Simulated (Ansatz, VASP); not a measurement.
# Ni: VASP beside Ansatz

```
Ni
1.0
     0.00000    2.46990    2.46990
     2.46990    0.00000    2.46990
     2.46990    2.46990    0.00000
Ni
2
Direct
  0.12500 0.12500 0.12500
  0.87500 0.87500 0.87500
```

Alike in both runs: functional LDA; k mesh 11 × 11 × 11; occupations fermi-dirac, width 0.05 eV; collinear spin.

Ansatz relaxed the structure, and its values are those at the end. VASP's run is a single point on that final structure, the one shown.

|  | VASP | Ansatz |
| --- | --- | --- |
| version | VASP 6.6.1 | Ansatz 0.2.0 |
| potentials or method | VASP PAW LDA potentials, release 64 (Ni), cutoff 520 eV | plane waves (420 eV) with PAW, scalar-relativistic |
| valence electrons in the cell | 20 | 36 |

|  | VASP | Ansatz | Ansatz less VASP |
| --- | --- | --- | --- |
| pressure (GPa) | -0.7 | 0.0 | +0.78 |
| net moment per atom (μB) | 0.00 | 0.79 | +0.792 |
| size of the moment on the site where the two differ most (μB) | 0.00 | 0.81 | +0.808 |

The net moments are unlike, so the other rows may belong to different states. Ansatz warns that its potentials were made for another functional, while VASP's fit it. LDA's correlation is that of Perdew and Zunger in VASP and of Perdew and Wang (1992) in Ansatz. Site moments also hang on the region over which each program counts them. VASP's potentials hold 20 valence electrons a cell and Ansatz's 36, so a difference there can come from the potentials and not from the codes. Ansatz's warnings: seeded moment not kept.
